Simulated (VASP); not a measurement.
Set up this calculation in VASP 6.6.1, as the native input.

```
Task                   : single point
Functional             : PBE
Potentials or basis    : VASP PAW PBE potentials, release 64 (La, Lu, As)
Cutoff                 : 520 eV
k mesh                 : 6 × 6 × 6
Occupations            : fermi-dirac, width 0.02 eV
Spin                   : no spin polarisation
Dipole correction      : no
Further INCAR settings : ALGO = Normal; EDIFF = 1e-06; NBANDS = 31
```

The structure of LaLuAs2 lies in POSCAR:

```
LaLuAs2
1.0
    2.1030128214      1.2141750185      6.8415684001
   -2.1030128214      1.2141750185      6.8415684001
    0.0000000000     -2.4283500371      6.8415684001
La Lu As
1 1 2
Direct
    1.0000000000      0.0000000000      0.0000000000
    0.5000000000      0.5000000000      0.5000000000
    0.2433640479      0.2433640479      0.2433640479
    0.7566359521      0.7566359521      0.7566359521
```

One way to write it, as run:

INCAR

```
PREC = Accurate
ENCUT = 520
EDIFF = 1E-6
ISMEAR = -1
SIGMA = 0.02
LREAL = False
LASPH = True
NELM = 60
ALGO = Normal
ISIF = 2
LWAVE = False
LCHARG = True
GGA = PE
LELF = True
LVHAR = True
NBANDS = 31
```

KPOINTS

```
regular mesh
0
Gamma
  6 6 6
```

Potentials or basis: VASP PAW PBE potentials, release 64 (La, Lu, As).

Command:

```bash
$ cat potpaw_PBE.64/La/POTCAR potpaw_PBE.64/Lu/POTCAR potpaw_PBE.64/As/POTCAR > POTCAR
$ mpirun -np 1 vasp_std > vasp.out
```

Results of the run:

```json
{"Pressure": "0.4 GPa", "Largest force": "0.069 eV/Å", "Band gap on the k mesh": "zero (band 23 reaches 5.26 eV, above the bottom of band 24 at 4.65 eV)"}
```

Caveat: spin-orbit coupling is left out, which moves the levels of the heavy elements.

Run time: 2.7 min on 1 thread of Intel(R) Xeon(R) 6975P-C (Granite Rapids), on a shared host, peak memory 0.49 GiB.
